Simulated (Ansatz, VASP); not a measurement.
## Al3Pt in VASP and in Ansatz

The input INCAR:

```
SYSTEM = Al3Pt
ALGO     = Normal         ! electronic algorithm
EDIFF    = 1E-7           ! SCF threshold, eV
EDIFFG   = -0.04          ! ionic threshold
ENCUT    = 600            ! plane-wave cutoff, eV
GGA      = PE             ! functional
IBRION   = 2              ! ionic algorithm
ISIF     = 3              ! what is computed and relaxed
ISMEAR   = 0              ! smearing method
LASPH    = .True.         ! aspherical terms in the spheres
LCHARG   = .False.        ! write CHGCAR
LREAL    = .False.        ! projectors in reciprocal space
LWAVE    = .False.        ! write WAVECAR
NELM     = 100            ! most SCF steps
NSW      = 90             ! ionic steps
PREC     = Accurate       ! precision mode
SIGMA    = 0.1            ! smearing width, eV
```

Contents of KPOINTS:

```
k-points
0
Gamma
  4 4 4
  0 0 0
```

POSCAR

```
Al3Pt
1.0
    4.1989307100      0.0000000000      0.0000000000
    0.0000000000      4.1989307100      0.0000000000
    0.0000000000      0.0000000000      4.0992405600
Al Pt
3 1
Direct
    0.0000000000      0.5000000000      0.4275732500
    0.5000000000      0.0000000000      0.5724267500
    0.5000000000      0.5000000000      0.5000000000
    0.0000000000      0.0000000000      0.0000000000
```

Input for Ansatz:

```yaml
crystal:
  lattice:
    - [4.19893071, 0.0, 0.0]
    - [0.0, 4.19893071, 0.0]
    - [0.0, 0.0, 4.09924056]
  atoms:
    - { symbol: Al, position: [0.0, 0.5, 0.42757325] }
    - { symbol: Al, position: [0.5, 0.0, 0.57242675] }
    - { symbol: Al, position: [0.5, 0.5, 0.5] }
    - { symbol: Pt, position: [0.0, 0.0, 0.0] }
basis:
  ecutwfc: 420
kpoints:
  mp_grid: { grid: [4, 4, 4] }
hamiltonian:
  xc: pbe
scf:
  occupations: { method: gaussian, width: 0.1 }
  lower_state_search: "off"
output:
  forces: true
  stress: true
  eigenvalues: true
relax:
  adjacent_minimum: "off"
  f_tol: 0.04
  max_steps: 70
  cell: { stress_tol: 0.4 }
```

Alike in both runs: task relaxation of cell and atoms; functional PBE; k mesh 4 × 4 × 4; occupations gaussian, width 0.1 eV; no spin polarisation.

|  | VASP | Ansatz |
| --- | --- | --- |
| version | VASP 6.6.1 | Ansatz 0.2.0 |
| potentials or method | VASP PAW PBE potentials, release 64 (Al, Pt), cutoff 600 eV | scalar-relativistic, plane waves, PAW |
| valence electrons in the cell | 19 | 27 |

```csv
,VASP,Ansatz,Ansatz less VASP
"gap on the k mesh at the Fermi level, each at its own relaxed structure (eV)",none,none,-
relaxed volume (Å³/atom),17.66,17.71,+0.049
relaxed cell length with the largest relative difference (Å),5.082,5.088,+0.0063
```

A gap of «none» marks a metal or a gap that the smearing closes. VASP's potentials hold 19 valence electrons a cell and Ansatz's 27, so a difference there can come from the potentials and not from the codes.

The k mesh is coarse, so the values compare programs but aren't converged. Neither program's run includes spin-orbit coupling.
